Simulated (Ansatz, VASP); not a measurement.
ZnS: VASP beside Ansatz

```
Zn S
1.0
     0.00000    2.55115    2.55115
     2.55115    0.00000    2.55115
     2.55115    2.55115    0.00000
Zn S
1 1
Direct
  0.00000 0.00000 0.00000
  0.50000 0.50000 0.50000
```

Alike in both runs: task relaxation of cell and atoms; functional PBE; k mesh 18 × 18 × 18; occupations gaussian, width 0.1 eV; no spin polarisation.

|  | VASP | Ansatz |
| --- | --- | --- |
| version | VASP 6.6.1 | Ansatz 0.2.0 |
| potentials or method | VASP PAW PBE potentials, release 64 (Zn, S), cutoff 600 eV | scalar-relativistic, plane waves, PAW |
| valence electrons in the cell | 18 | 18 |

```tsv
	VASP	Ansatz	Ansatz less VASP
gap on the k mesh at the Fermi level, each at its own relaxed structure (eV)	none	none	-
relaxed volume (Å³/atom)	16.64	16.61	-0.029
relaxed length of the cell vector where the two differ most in proportion (Å)	3.611	3.609	-0.0021
```

A gap of «none» marks a metal or a gap that the smearing closes.
